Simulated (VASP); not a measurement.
## GaP (lda): single point with LDA

Crystal: GaP (lda).

```
Ga P
1.0
     0.00000    2.69565    2.69565
     2.69565    0.00000    2.69565
     2.69565    2.69565    0.00000
Ga P
1 1
Direct
  0.00000 0.00000 0.00000
  0.25000 0.25000 0.25000
```

* Program: VASP 6.6.1
* Task: single point
* Functional: LDA
* Potentials or basis: VASP PAW LDA potentials, release 64 (Ga_d, P)
* Cutoff: 500 eV
* k mesh: 8 × 8 × 8
* Occupations: gaussian, width 0.01 eV
* Spin: no spin polarisation

```yaml
Pressure: 0.1 GPa
Band_gap_on_the_k_mesh: 1.43 eV, indirect (least direct gap 1.91 eV)
```

Levels at points of the mesh, in eV from the valence-band top:
| k point | band 7 | band 8 | band 9 | band 10 | band 11 | band 12 |
| --- | --- | --- | --- | --- | --- | --- |
| (0.00, 0.00, 0.00) | 0.00 | 0.00 | 0.00 | 1.91 | 3.78 | 3.78 |
| (0.50, 0.00, 0.00) | -6.90 | -1.18 | -1.18 | 1.62 | 4.62 | 4.62 |
| (0.50, 0.50, 0.00) | -7.00 | -2.82 | -2.82 | 1.43 | 1.65 | 10.70 |

Wall time 22 s on 1 thread of AMD EPYC 7R43 64-Core Processor (Zen 3), with other jobs on the host, peak memory 0.11 GiB.

A k mesh can miss the band edges. Expect the measured gap to be larger: semilocal functionals such as LDA lack the derivative discontinuity.
